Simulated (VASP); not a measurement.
Wanted: the native input for a VASP 6.6.1 run.

```yaml
Task: relaxation of cell and atoms
Functional: PBE
Potentials_or_basis: VASP PAW PBE potentials, release 64 (Sc_sv, Mo_sv)
Cutoff: 600 eV
k_mesh: 12 × 12 × 16
Occupations: gaussian, width 0.1 eV
Spin: no spin polarisation
Dipole_correction: no
Further_INCAR_settings: ALGO = Fast; EDIFF = 1e-06; IBRION = 2; EDIFFG = -0.01; NSW = 100; ISIF = 3
```

The structure of Sc2Mo lies in POSCAR:

```
Sc2Mo
1.0
    4.8638208568      0.0000000000      0.0000000000
   -2.4319104284      4.2121924215      0.0000000000
    0.0000000000      0.0000000000      2.8590081802
Sc Mo
2 1
Direct
    0.6666666667      0.3333333333      0.5000000000
    0.3333333333      0.6666666667      0.5000000000
    0.0000000000      0.0000000000      0.0000000000
```

The cell was generated, and may not be a known phase.

The input as run:

INCAR

```
SYSTEM = Sc2Mo
PREC     = Accurate       ! precision mode
ENCUT    = 600            ! plane-wave cutoff, eV
EDIFF    = 1E-6           ! SCF threshold, eV
ISMEAR   = 0              ! smearing method
SIGMA    = 0.1            ! smearing width, eV
LREAL    = .FALSE.        ! projectors in reciprocal space
LASPH    = .TRUE.         ! aspherical terms in the spheres
NELM     = 100            ! most SCF steps
ALGO     = Fast           ! electronic algorithm
ISIF     = 3              ! what is computed and relaxed
LWAVE    = .FALSE.        ! write WAVECAR
LCHARG   = .FALSE.        ! write CHGCAR
GGA      = PE             ! functional
IBRION   = 2              ! ionic algorithm
NSW      = 100            ! ionic steps
EDIFFG   = -0.01          ! ionic threshold
```

KPOINTS

```
Automatic mesh
0
G
  12 12 16
  0 0 0
```

Potentials or basis: VASP PAW PBE potentials, release 64 (Sc_sv, Mo_sv).

The run is started by

```console
$ cat potpaw_PBE.64/Sc_sv/POTCAR potpaw_PBE.64/Mo_sv/POTCAR > POTCAR
$ mpirun -np 1 vasp_std > vasp.out
```

Results of the run:

- Relaxed volume: 19.57 Å³/atom
- Relaxed cell: a = 4.873 Å, b = 4.873 Å, c = 2.855 Å, α = 90.00°, β = 90.00°, γ = 120.00°
- Space group after relaxing (to 0.1 Å): P6/mmm (No. 191)
- Energy gained by relaxing: 0.1 meV/atom
- Ionic steps: 4
- Pressure after relaxing: 0.0 GPa
- Band gap on the k mesh: zero (bands 18 and 19 overlap by 0.61 eV)

Wall time 17 min on 1 thread of Oxide Virtual Turin-like Processor (shared host), peak memory 0.37 GiB.
